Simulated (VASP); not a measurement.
Write the native input for VASP 6.6.1 that does the following.

```
Task                   : relaxation of cell and atoms
Functional             : PBEsol
Potentials or basis    : VASP PAW PBE potentials, release 64 (Pt)
Cutoff                 : 600 eV
k mesh                 : 9 × 9 × 9
Occupations            : methfessel-paxton, width 0.05 eV
Spin                   : no spin polarisation
Dipole correction      : no
Further INCAR settings : ALGO = Normal; EDIFF = 1e-06; IBRION = 2; EDIFFG = -0.01; NSW = 80; ISIF = 3
```

The structure of Pt lies in POSCAR:

```
Pt
1.0
    2.5500000000      0.0000000000      0.0000000000
    0.0000000000      2.5500000000      0.0000000000
    0.0000000000      0.0000000000      2.5500000000
Pt
1
Direct
    0.0000000000      0.0000000000      0.0000000000
```

These files were run (other wordings do the same):

INCAR

```
PREC = Accurate ; ENCUT = 600
EDIFF = 1E-6 ; ISMEAR = 1
SIGMA = 0.05 ; LREAL = F
LASPH = T ; NELM = 100
ALGO = Normal ; ISIF = 3
LWAVE = F ; LCHARG = F
GGA = PS ; IBRION = 2
NSW = 80 ; EDIFFG = -0.01
```

KPOINTS

```
Automatic mesh
0
Gamma
  9 9 9
```

Potentials or basis: VASP PAW PBE potentials, release 64 (Pt).

Command:

```bash
$ cat potpaw_PBE.64/Pt/POTCAR > POTCAR
$ mpirun -np 1 vasp_std > vasp.out
```

Results of the run:

| Property | Result |
| --- | --- |
| Relaxed volume | 17.34 Å³/atom |
| Relaxed cell | a = 2.588 Å, b = 2.588 Å, c = 2.588 Å, α = 90.00°, β = 90.00°, γ = 90.00° |
| Space group after relaxing (to 0.05 Å) | Pm-3m (No. 221) |
| Energy gained by relaxing | 24.4 meV/atom |
| Ionic steps | 4 |
| Pressure after relaxing | 0.0 GPa |
| Band gap on the k mesh | zero (band 5 reaches 10.39 eV, above the bottom of band 6 at 7.56 eV) |

Caveat: the PAW data sets were made with another functional, which shifts forces and pressure a little; spin-orbit coupling is left out, which moves the levels of the heavy elements.

It took 7.7 s on 1 thread of Intel(R) Xeon(R) 6975P-C (Granite Rapids) (shared host), peak memory 0.13 GiB.
